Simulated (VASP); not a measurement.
# Al (Fm-3m) in VASP: notebook

The runs below take Al through single point, relaxation of cell and atoms, with PBE+D3(BJ).

Program: VASP 6.6.1. These are calculated values, not measurements. Logs are shortened: lines on timing, memory, paths and dates and some standing lists are left out, and cuts for length are marked.

### 1 The cell of the first run

The structure is cubic, space group Fm-3m (No. 225). Conventional cell: a = 3.982 Å, b = 3.982 Å, c = 3.982 Å, α = 90.00°, β = 90.00°, γ = 90.00°. Al (site symmetry m-3m) has 12 Al at 2.82 Å within 3.7 Å.

### 2 Single point, PBE+D3(BJ)

Contents of INCAR:

```
SYSTEM = Al
ALGO = Fast ; EDIFF = 1E-6
ENCUT = 520 ; GGA = PE
ISIF = 2 ; ISMEAR = 0
IVDW = 12 ; LASPH = .TRUE.
LCHARG = .FALSE. ; LREAL = .FALSE.
LWAVE = .FALSE. ; NBANDS = 8
NELM = 80 ; PREC = Accurate
SIGMA = 0.1
```

Contents of KPOINTS:

```
k-points
0
G
  18 18 18
  0 0 0
```

Contents of POSCAR:

```
Al
1.0
    0.0000000000      1.9911209544      1.9911209544
    1.9911209544      0.0000000000      1.9911209544
    1.9911209544      1.9911209544      0.0000000000
Al
1
Direct
    0.0000000000      0.0000000000      0.0000000000
```

Potentials or basis: VASP PAW PBE potentials, release 64 (Al).

Started as:

```bash
> cat potpaw_PBE.64/Al/POTCAR > POTCAR
> mpirun -np 1 vasp_std > vasp.out
```

OUTCAR:

```text
SYSTEM = Al
   EDIFF = 1E-6
   ENCUT = 520
   GGA = PE
   ISIF = 2
   ISMEAR = 0
   IVDW = 12
   LASPH = .TRUE.
   LREAL = .FALSE.
   NELM = 80
   PREC = Accurate
 IVDW          = 12

 ion  position               nearest neighbor table
   1  0.000  0.000  0.000-

  LATTYP: Found a face centered cubic cell.
 ALAT       =     3.9822419088

  Lattice vectors:

 A1 = (   0.0000000000,   1.9911209544,   1.9911209544)
 A2 = (   1.9911209544,   0.0000000000,   1.9911209544)
 A3 = (   1.9911209544,   1.9911209544,   0.0000000000)

Analysis of symmetry for initial positions (statically):
=====================================================================
 Subroutine PRICEL returns:
 Original cell was already a primitive cell.

 Routine SETGRP: Setting up the symmetry group for a
 face centered cubic supercell.

 Subroutine GETGRP returns: Found 48 space group operations
 (whereof 48 operations were pure point group operations)
 out of a pool of 48 trial point group operations.

The static configuration has the point symmetry O_h .

Analysis of symmetry for dynamics (positions and initial velocities):
=====================================================================
 Subroutine PRICEL returns:
 Original cell was already a primitive cell.

 Routine SETGRP: Setting up the symmetry group for a
 face centered cubic supercell.

 Subroutine GETGRP returns: Found 48 space group operations
 (whereof 48 operations were pure point group operations)
 out of a pool of 48 trial point group operations.

The dynamic configuration has the point symmetry O_h .

 Subroutine INISYM returns: Found 48 space group operations
 (whereof 48 operations are pure point group operations),
 and found     1 'primitive' translations

----------------------------------------------------------------------------------------

                                     Primitive cell

  volume of cell :      15.7878

  direct lattice vectors                    reciprocal lattice vectors
     0.000000000  1.991120954  1.991120954    -0.251114830  0.251114830  0.251114830
     1.991120954  0.000000000  1.991120954     0.251114830 -0.251114830  0.251114830
     1.991120954  1.991120954  0.000000000     0.251114830  0.251114830 -0.251114830

  length of vectors
     2.815870258  2.815870258  2.815870258     0.434943644  0.434943644  0.434943644

  position of ions in fractional coordinates (direct lattice)
     0.000000000  0.000000000  0.000000000

  ion indices of the primitive-cell ions
   primitive index   ion index
                 1           1

----------------------------------------------------------------------------------------

 KPOINTS: k-points

Automatic generation of k-mesh.
 Grid dimensions read from file:
 generate k-points for:   18   18   18

 Generating k-lattice:

  Cartesian coordinates                     Fractional coordinates (reciprocal lattice)
    -0.013950824  0.013950824  0.013950824     0.055555556  0.000000000  0.000000000
     0.013950824 -0.013950824  0.013950824     0.000000000  0.055555556  0.000000000
     0.013950824  0.013950824 -0.013950824     0.000000000  0.000000000  0.055555556

  Length of vectors
     0.024163536  0.024163536  0.024163536

  Shift w.r.t. Gamma in fractional coordinates (k-lattice)
     0.000000000  0.000000000  0.000000000

 Subroutine IBZKPT returns following result:
 ===========================================

 Found    195 irreducible k-points:

 Following reciprocal coordinates:
            Coordinates               Weight
  0.000000  0.000000  0.000000      1.000000
  0.055556  0.000000  0.000000      8.000000
  0.111111  0.000000  0.000000      8.000000
  0.166667  0.000000  0.000000      8.000000
  0.222222  0.000000  0.000000      8.000000
  0.277778  0.000000  0.000000      8.000000
[... 16 lines left out ...]
 -0.277778  0.055556  0.000000     24.000000
 -0.222222  0.055556  0.000000     24.000000
 [... further k-points ...]
   k-points           NKPTS =    195   k-points in BZ     NKDIM =    195   number of bands    NBANDS=      8
   number of dos      NEDOS =    301   number of ions     NIONS =      1
   total plane-waves  NPLWV =  13824
   dimension x,y,z NGX =    24 NGY =   24 NGZ =   24
   dimension x,y,z NGXF=    48 NGYF=   48 NGZF=   48
   ions per type =               1
   NGX,Y,Z   is equivalent  to a cutoff of  14.17, 14.17, 14.17 a.u.
   NGXF,Y,Z  is equivalent  to a cutoff of  28.34, 28.34, 28.34 a.u.
 SYSTEM =  Al
   PREC   = accura    normal or accurate (medium, high low for compatibility)
   ISTART =      0    job   : 0-new  1-cont  2-samecut
   ICHARG =      2    charge: 1-file 2-atom 10-const
   ISPIN  =      1    spin polarized calculation?
   LNONCOLLINEAR =      F non collinear calculations
   LSORBIT =      F    spin-orbit coupling
   LASPH  =      T    aspherical Exc in radial PAW
   ENCUT  =  520.0 eV  38.22 Ry    6.18 a.u.   5.24  5.24  5.24*2*pi/ulx,y,z
   NELM   =     80;   NELMIN=  2; NELMDL= -5     # of ELM steps
   EDIFF  = 0.1E-05   stopping-criterion for ELM
   LREAL  =      F    real-space projection
   EDIFFG = 0.1E-04   stopping-criterion for IOM
   NSW    =      0    number of steps for IOM
   IBRION =     -1    ionic relax: 0-MD 1-quasi-New 2-CG
   NFREE  =      0    steps in history (QN), initial steepest desc. (CG)
   ISIF   =      2    stress and relaxation
   ISYM   =      2    0-nonsym 1-usesym 2-fastsym
   POTIM  = 0.5000    time-step for ionic-motion
   TEBEG  =    0.0;   TEEND  =   0.0 temperature during run
   PSTRESS=    0.0 pullay stress
   NELECT =       3.0000    total number of electrons
   NUPDOWN=      -1.0000    fix difference up-down
   EMIN   =  10.00;   EMAX   =-10.00  energy-range for DOS
   EFERMI =   0.00;   METHOD = LEGACY
   ISMEAR =     0;   SIGMA  =   0.10  broadening in eV -4-tet -1-fermi 0-gaus
   EFERMI_NEDOS =   21; number of points for ismear=-14 and -15
   IALGO  =     68    algorithm
   IMIX   =      4    mixing-type and parameters
     AMIX     =   0.40;   BMIX     =  1.00
     AMIX_MAG =   1.60;   BMIX_MAG =  1.00
  volume/ion in A,a.u.               =      15.79       106.54
  Fermi-wavevector in a.u.,A,eV,Ry     =   0.941183  1.778579 12.052398  0.885826
  Thomas-Fermi vector in A             =   2.068669
   LORBIT       =      0    0 simple, 1 ext, 2 COOP (PROOUT), +10 PAW based schemes
   GGA     = PE    functional components
   LHFCALC =     F    Hartree Fock is set to
   AEXX    =    0.0000 exact exchange contribution
   IVDW    =    12    specifies the selected vdW correction
   LEPSILON=     F    determine dielectric tensor
   LRPA    =     F    only Hartree local field effects (RPA)
 non-spin polarized calculation
 RMM-DIIS sequential band-by-band and
 Gauss-broadening in eV      SIGMA  =   0.10
  energy-cutoff  :      520.00
  volume of cell :       15.79
 maximum number of plane-waves:       444
 NGX is ok and might be reduce to    24
   NGX = 11   NGY = 11   NGZ = 11

 number of electron       3.0000000 magnetization

 Free energy of the ion-electron system (eV)
  ---------------------------------------------------
  ext. energy  EPLUGINS =         0.00000000
  ---------------------------------------------------
  free energy    TOTEN  =        -3.73672612 eV

  energy without entropy =       -3.73378730  energy(sigma->0) =       -3.73525671

 E-fermi :   8.4637     XC(G=0): -10.3572

 val. band max:        8.4629713241   @ k =  -0.4444   0.3333   0.1111
 cond. band min:       8.4890480697   @ k =  -0.2222   0.3889   0.1667
 fundamental gap:      0.0260767456
 Fermi energy:         8.4636990907

 k-point     1 :       0.0000    0.0000    0.0000
  band No.  band energies     occupation
      1      -2.9746      2.00000
      2      21.3352      0.00000
      3      21.3352      0.00000
      4      21.3352      0.00000
      5      23.1677      0.00000
      6      23.1677      0.00000
      7      23.1677      0.00000
      8      25.2579      0.00000

 k-point     2 :       0.0556    0.0000    0.0000
  band No.  band energies     occupation
      1      -2.8882      2.00000
      2      19.8399      0.00000
      3      21.0609      0.00000
      4      21.0609      0.00000
      5      23.5790      0.00000
      6      23.5790      0.00000
      7      23.6697      0.00000
      8      26.1891      0.00000

 k-point     3 :       0.1111    0.0000    0.0000
  band No.  band energies     occupation
      1      -2.6293      2.00000
      2      17.5724      0.00000
      3      20.5753      0.00000
      4      20.5753      0.00000
      5      23.6864      0.00000
      6      24.4499      0.00000
      7      24.4500      0.00000
      8      26.8133      0.00000

 k-point     4 :       0.1667    0.0000    0.0000
  band No.  band energies     occupation
      1      -2.1990      2.00000
      2      15.2810      0.00000
      3      20.1376      0.00000
      4      20.1376      0.00000
      5      23.4989      0.00000
      6      25.0576      0.00000
      7      25.0576      0.00000
      8      26.1473      0.00000

 k-point     5 :       0.2222    0.0000    0.0000
  band No.  band energies     occupation
      1      -1.5988      2.00000
      2      13.0658      0.00000
      3      19.8121      0.00000
      4      19.8121      0.00000
      5      23.3109      0.00000
      6      24.1828      0.00000
      7      24.1828      0.00000
      8      27.1826      0.00000

 k-point     6 :       0.2778    0.0000    0.0000
  band No.  band energies     occupation
      1      -0.8309      2.00000
      2      10.9597      0.00000
      3      19.6172      0.00000
      4      19.6172      0.00000
      5      23.1517      0.00000
      6      23.1517      0.00000
      7      23.1995      0.00000
      8      27.2592      0.00000

 k-point     7 :       0.3333    0.0000    0.0000
  band No.  band energies     occupation
      1       0.1017      2.00000
      2       8.9789      0.00000
      3      19.5595      0.00000
      4      19.5595      0.00000
      5      22.2227      0.00000
      6      22.2227      0.00000
      7      23.2038      0.00000
      8      26.3075      0.00000
[... 133 lines left out ...]
 k-point    20 :      -0.4444    0.0556    0.0000
  band No.  band energies     occupation
      1       2.9662      2.00000
      2       4.9723      2.00000
      3      18.2511      0.00000
      4      19.4508      0.00000
      5      20.9397      0.00000
      6      21.2398      0.00000
      7      24.4316      0.00000
      8      25.4306      0.00000

 k-point    21 :      -0.3889    0.0556    0.0000
  band No.  band energies     occupation
      1       1.6693      2.00000
      2       6.6201      2.00000
      3      17.9755      0.00000
      4      20.0643      0.00000
      5      20.9632      0.00000
      6      21.5642      0.00000
      7      24.0952      0.00000
      8      26.0852      0.00000

 k-point    22 :      -0.3333    0.0556    0.0000
  band No.  band energies     occupation
      1       0.5234      2.00000
      2       8.4164      1.49620
      3      17.8471      0.00000
      4      20.7854      0.00000
      5      20.8642      0.00000
      6      22.3269      0.00000
      7      23.9048      0.00000
      8      26.8543      0.00000

 k-point    23 :      -0.2778    0.0556    0.0000
  band No.  band energies     occupation
      1      -0.4628      2.00000
      2      10.3494      0.00000
      3      17.8659      0.00000
      4      20.8235      0.00000
      5      21.7268      0.00000
      6      23.2067      0.00000
      7      23.8660      0.00000
      8      27.6670      0.00000

 k-point    24 :      -0.2222    0.0556    0.0000
  band No.  band energies     occupation
      1      -1.2854      2.00000
      2      12.4082      0.00000
      3      18.0318      0.00000
      4      20.9559      0.00000
      5      22.7533      0.00000
      6      23.8365      0.00000
      7      24.3090      0.00000
      8      26.5513      0.00000

 [... further k-points ...]

------------------------ aborting loop because EDIFF is reached ----------------------------------------

 Edisp (eV)   -0.35212

 E8    (eV) :    -0.1576

  FORCE on cell =-STRESS in cart. coord.  units (eV):
  Direction    XX          YY          ZZ          XY          YZ          ZX
  --------------------------------------------------------------------------------------
  -------------------------------------------------------------------------------------
  Total      -0.00397    -0.00397    -0.00397    -0.00000     0.00000    -0.00000
  in kB      -0.40323    -0.40323    -0.40323    -0.00000     0.00000    -0.00000
  external pressure =       -0.40 kB  Pullay stress =        0.00 kB

 VOLUME and BASIS-vectors are now :
 -----------------------------------------------------------------------------
  energy-cutoff  :      520.00
  volume of cell :       15.79
      direct lattice vectors                 reciprocal lattice vectors
     0.000000000  1.991120954  1.991120954    -0.251114830  0.251114830  0.251114830
     1.991120954  0.000000000  1.991120954     0.251114830 -0.251114830  0.251114830
     1.991120954  1.991120954  0.000000000     0.251114830  0.251114830 -0.251114830

 POSITION                                       TOTAL-FORCE (eV/Angst)
 -----------------------------------------------------------------------------------
      0.00000      0.00000      0.00000         0.000000      0.000000      0.000000
 -----------------------------------------------------------------------------------
    total drift:                               -0.000000      0.000000      0.000000

  FREE ENERGIE OF THE ION-ELECTRON SYSTEM (eV)
  ---------------------------------------------------
  free  energy   TOTEN  =        -4.0888480731 eV

  energy  without entropy=       -4.0859092538  energy(sigma->0) =       -4.08737866
```

Wall time 12 s (1 thread of Intel Xeon 6975P-C, shared host); peak memory 0.15 GiB.

What came out:

* Free energy: -4.0888 eV
* Pressure: 0.0 GPa
* Dispersion energy per atom: -0.352 eV

Caveat: pairwise dispersion overbinds metals, which lowers pressure and volume.

(Continued in part 2 of 2.)
